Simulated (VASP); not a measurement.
# InSe (C2/m) in VASP: a series of runs, part 2 of 2

VASP 6.6.1. Earlier steps stand in the parts before.

**3. Relaxation of cell and atoms, PBEsol**

Input file INCAR:

```
  PREC = Accurate
  ENCUT = 600
  EDIFF = 1E-6
  ISMEAR = -1
  SIGMA = 0.05
  LREAL = F
  LASPH = T
  NELM = 60
  ALGO = Normal
  ISIF = 3
  LWAVE = F
  LCHARG = F
  GGA = PS
  IBRION = 2
  NSW = 60
  EDIFFG = -0.01
```

Input file KPOINTS:

```
Automatic mesh
0
Gamma
  7 7 6
```

Input file POSCAR:

```
InSe
1.0
    5.8263928781     -2.0546489550      0.0000000000
    5.8263928781      2.0546489550      0.0000000000
   -1.7232330140      0.0000000000      4.7713478577
In Se
2 2
Direct
    0.8882032500      0.8882032500      0.0468413600
    0.1117967500      0.1117967500      0.9531586400
    0.6609275900      0.6609275900      0.6689556200
    0.3390724100      0.3390724100      0.3310443800
```

Potentials or basis: VASP PAW PBE potentials, release 64 (In_d, Se).

On the command line:

```console
> cat potpaw_PBE.64/In_d/POTCAR potpaw_PBE.64/Se/POTCAR > POTCAR
> mpirun -np 1 vasp_std > vasp.out
```

OUTCAR:

```text
PREC = Accurate
   ENCUT = 600
   EDIFF = 1E-6
   ISMEAR = -1
   LREAL = F
   LASPH = T
   NELM = 60
   ISIF = 3
   GGA = PS
   IBRION = 2
   NSW = 60
   EDIFFG = -0.01

 ion  position               nearest neighbor table
   1  0.888  0.888  0.047-   4 2.68   4 2.68   3 2.69   2 2.80   2 3.71   2 3.71
   2  0.112  0.112  0.953-   3 2.68   3 2.68   4 2.69   1 2.80   1 3.71   1 3.71
   3  0.661  0.661  0.669-   2 2.68   2 2.68   1 2.69
   4  0.339  0.339  0.331-   1 2.68   1 2.68   2 2.69

  LATTYP: Found a base centered monoclinic cell.
 ALAT       =    11.6527857562
 B/A-ratio  =     0.3526451096
 C/A-ratio  =     0.4353462338
 COS(beta)  =    -0.3396874117

  Lattice vectors:

 A1 = (   5.8263928781,  -2.0546489550,   0.0000000000)
 A2 = (   5.8263928781,   2.0546489550,   0.0000000000)
 A3 = (  -1.7232330140,   0.0000000000,   4.7713478577)

Analysis of symmetry for initial positions (statically):
=====================================================================
 Subroutine PRICEL returns:
 Original cell was already a primitive cell.

 Routine SETGRP: Setting up the symmetry group for a
 base centered monoclinic supercell.

 Subroutine GETGRP returns: Found  4 space group operations
 (whereof  4 operations were pure point group operations)
 out of a pool of  4 trial point group operations.

The static configuration has the point symmetry C_2h.

[... 175 lines left out ...]
  external PRESSURE =     -10.5830530 kB  Pullay stress =       0.0000000 kB
[... 95 lines left out ...]
  FREE ENERGIE OF THE ION-ELECTRON SYSTEM (eV)
  ---------------------------------------------------
  free  energy   TOTEN  =       -15.5128191363 eV

  energy  without entropy=      -15.5128187995  energy(sigma->0) =      -15.51281897

 E-fermi :   4.6519     XC(G=0):  -9.4059

 val. band max:        4.0797906903   @ k =  -0.4286  -0.4286   0.1667
 cond. band min:       5.1646536809   @ k =   0.0000   0.0000   0.5000
 fundamental gap:      1.0848629907
 Fermi energy:         4.6518977341

 k-point     1 :       0.0000    0.0000    0.0000
  band No.  band energies     occupation
      1     -10.4155      2.00000
      2     -10.2990      2.00000
      3     -10.0865      2.00000
      4     -10.0498      2.00000
      5     -10.0087      2.00000
      6     -10.0036      2.00000
[... 613 lines left out ...]
     22       8.4210      0.00000
     23       8.8643      0.00000

 [... further k-points ...]

[... ionic steps 4 to 34 ...]

--------------------------------------- Ionic step       35  -------------------------------------------

 number of electron      37.9999998 magnetization

------------------------ aborting loop because EDIFF is reached ----------------------------------------
[... 71 lines left out ...]
--------------------------------------- Ionic step       37  -------------------------------------------

 number of electron      37.9999999 magnetization

 Free energy of the ion-electron system (eV)
  ---------------------------------------------------
  ext. energy  EPLUGINS =         0.00000000
  ---------------------------------------------------
  free energy    TOTEN  =       -15.55350860 eV

  energy without entropy =      -15.55350112  energy(sigma->0) =      -15.55350486

 E-fermi :   5.3322     XC(G=0):  -9.8196

 val. band max:        4.9602827950   @ k =  -0.2857  -0.2857   0.3333
 cond. band min:       5.7241166601   @ k =   0.0000   0.0000   0.5000
 fundamental gap:      0.7638338650
 Fermi energy:         5.3322362805

 k-point     1 :       0.0000    0.0000    0.0000
  band No.  band energies     occupation
      1      -9.6871      2.00000
      2      -9.5810      2.00000
      3      -9.3534      2.00000
      4      -9.3396      2.00000
      5      -9.3029      2.00000
      6      -9.2976      2.00000
[... 646 lines left out ...]
  FREE ENERGIE OF THE ION-ELECTRON SYSTEM (eV)
  ---------------------------------------------------
  free  energy   TOTEN  =       -15.5535086006 eV

  energy  without entropy=      -15.5535011176  energy(sigma->0) =      -15.55350486

 reached required accuracy - stopping structural energy minimisation
```

OSZICAR:

```text
N       E                     dE             d eps       ncg     rms          rms(c)
DAV:   1     0.339017218939E+03    0.33902E+03   -0.19337E+04  4048   0.203E+03
DAV:   2     0.243654852465E+02   -0.31465E+03   -0.31014E+03  4118   0.451E+02
[... 300 lines left out ...]
       N       E                     dE             d eps       ncg     rms          rms(c)
DAV:   1    -0.155535396494E+02   -0.65697E-04   -0.24816E-02  4552   0.997E-01    0.732E-02
DAV:   2    -0.155535489705E+02   -0.93211E-05   -0.10597E-03  6422   0.362E-01    0.373E-02
DAV:   3    -0.155535171451E+02    0.31825E-04   -0.46720E-05  6253   0.757E-02    0.190E-02
DAV:   4    -0.155535085936E+02    0.85514E-05   -0.15811E-05  6269   0.561E-02    0.624E-03
DAV:   5    -0.155535086006E+02   -0.69340E-08   -0.39477E-06  4040   0.193E-02
  37 F= -.15553509E+02 E0= -.15553505E+02  d E =-.350651E-04
```

It took 48 min on 1 thread of Intel Xeon 6975P-C (Granite Rapids), shared host; peak memory 0.52 GiB.

Results:

* Free energy: -15.5535 eV
* Relaxed volume: 25.80 Å³/atom
* Relaxed cell: a = 6.229 Å, b = 6.229 Å, c = 4.562 Å, α = 109.50°, β = 109.50°, γ = 38.56°
* Space group after relaxing (to 0.1 Å): C2/m (No. 12)
* Energy gained by relaxing: 12.6 meV/atom
* Ionic steps: 37
* Pressure after relaxing: 0.0 GPa
* Largest force after relaxing: 0.007 eV/Å
* Band gap on the k mesh: 0.76 eV (least direct gap 1.05 eV)

Forces in eV/Å, atoms in the order of the input:
```
In   0.005  0.000 -0.004
In  -0.005  0.000  0.004
Se   0.001  0.000  0.000
Se  -0.001  0.000  0.000
```

Step by step:
| step | energy change (eV) | largest force (eV/Å) | pressure (GPa) | volume (Å³) |
| --- | --- | --- | --- | --- |
| 1 | 0.0000 | 0.0825 | -1.06 | 114.24 |
| 2 | -0.0096 | 0.2585 | 0.27 | 111.15 |
| 3 | -0.0098 | 0.2345 | 0.11 | 111.54 |
| 4 | -0.0145 | 0.1655 | 0.05 | 110.98 |
| 5 | -0.0173 | 0.1993 | -0.01 | 109.94 |
| 6 | -0.0200 | 0.1718 | -0.03 | 109.61 |
| 7 | -0.0263 | 0.0959 | -0.07 | 108.62 |
| 8 | -0.0288 | 0.1093 | -0.07 | 106.64 |
| 9 | -0.0295 | 0.0788 | -0.08 | 107.30 |
| 10 | -0.0329 | 0.0602 | 0.02 | 106.97 |
| 11 | -0.0373 | 0.1836 | 0.31 | 106.02 |
| 12 | -0.0396 | 0.1389 | 0.17 | 106.05 |
| 13 | -0.0427 | 0.0574 | -0.24 | 106.15 |
| 14 | -0.0435 | 0.0583 | -0.15 | 105.86 |
| 15 | -0.0440 | 0.0663 | -0.04 | 105.55 |
| 16 | -0.0440 | 0.0959 | 0.19 | 104.93 |
| 17 | -0.0442 | 0.0792 | 0.07 | 105.25 |
| 18 | -0.0449 | 0.0665 | 0.06 | 105.12 |
| 19 | -0.0465 | 0.0375 | 0.07 | 104.76 |
| 20 | -0.0470 | 0.0792 | 0.08 | 104.02 |
| 21 | -0.0472 | 0.0524 | 0.08 | 104.28 |
| 22 | -0.0479 | 0.0413 | -0.16 | 104.46 |
| 23 | -0.0479 | 0.0463 | -0.22 | 104.49 |
| 24 | -0.0485 | 0.0362 | -0.16 | 104.26 |
| 25 | -0.0492 | 0.0365 | 0.01 | 103.66 |
| 26 | -0.0495 | 0.0259 | 0.01 | 103.56 |
| 27 | -0.0496 | 0.0505 | 0.02 | 103.43 |
| 28 | -0.0498 | 0.0435 | 0.03 | 103.36 |
| 29 | -0.0503 | 0.0231 | 0.06 | 103.15 |
| 30 | -0.0497 | 0.0429 | 0.18 | 102.72 |
| 31 | -0.0503 | 0.0165 | 0.11 | 103.05 |
| 32 | -0.0502 | 0.0228 | -0.18 | 103.49 |
| 33 | -0.0505 | 0.0157 | -0.01 | 103.23 |
| 34 | -0.0505 | 0.0161 | -0.02 | 103.25 |
| 35 | -0.0505 | 0.0157 | 0.01 | 103.19 |
| 36 | -0.0505 | 0.0160 | 0.02 | 103.19 |
| 37 | -0.0505 | 0.0065 | -0.01 | 103.21 |

Final structure:
```xyz
4
Lattice="5.8787 -2.0567 0.0829 5.8787 2.0567 0.0829 -1.6739 0.0000 4.2443" Properties=species:S:1:pos:R:3 pbc="T T T"
In   10.3667    0.0000    0.2703
In   -0.2831    0.0000    4.1399
Se    6.6297    0.0000    2.8120
Se    3.4539    0.0000    1.5981
```

Caveat: semilocal functionals underestimate gaps, and a narrow one can read as zero; the PAW data sets were made with another functional, which shifts forces and pressure a little; spin-orbit coupling is left out, which moves the levels of the heavy elements. A k mesh can miss the band edges.
